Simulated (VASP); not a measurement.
Wanted: the native input for a VASP 6.6.1 run.

| Item | Value |
| --- | --- |
| Task | electric field gradients |
| Functional | PBE |
| Potentials or basis | VASP PAW PBE potentials, release 64 (Sn_d) |
| Cutoff | 520 eV |
| k mesh | 15 × 15 × 15 |
| Occupations | fermi-dirac, width 0.05 eV |
| Spin | no spin polarisation |
| Dipole correction | no |
| Further INCAR settings | ALGO = Normal; EDIFF = 1e-08; NBANDS = 21 |

The structure of Sn lies in POSCAR:

```
Sn
1.0
   -2.9158500000      2.9158500000      1.5588370000
    2.9158500000     -2.9158500000      1.5588370000
    2.9158500000      2.9158500000     -1.5588370000
Sn
2
Direct
    0.0000000000      0.0000000000      0.0000000000
    0.7500000000      0.2500000000      0.5000000000
```

This cell differs from its parent crystal: zz strain of -2 %.

The input as run:

INCAR

```
SYSTEM = Sn
PREC = Accurate
ENCUT = 520
EDIFF = 1E-8
ISMEAR = -1
SIGMA = 0.05
LREAL = .FALSE.
LASPH = .TRUE.
NELM = 60
ALGO = Normal
ISIF = 2
LWAVE = .FALSE.
LCHARG = .FALSE.
GGA = PE
LEFG = .TRUE.
NBANDS = 21
```

KPOINTS

```
regular mesh
0
G
  15 15 15
  0 0 0
```

Potentials or basis: VASP PAW PBE potentials, release 64 (Sn_d).

Command:

```sh
$ cat potpaw_PBE.64/Sn_d/POTCAR > POTCAR
$ mpirun -np 1 vasp_std > vasp.out
```

It gave:

```json
{"Pressure": "3.9 GPa", "Band gap on the k mesh": "zero (band 14 reaches 9.72 eV, above the bottom of band 15 at 5.42 eV)"}
```

Caveat: the cell differs from its parent crystal (zz strain of -2 %); without QUAD_EFG the Cq values of the log hold for a quadrupole moment of 1 mb, not for the nuclei; spin-orbit coupling is left out, which moves the levels of the heavy elements.

It took 9 min on 1 thread of Oxide Virtual Turin-like Processor, on a shared host, peak memory 0.36 GiB.
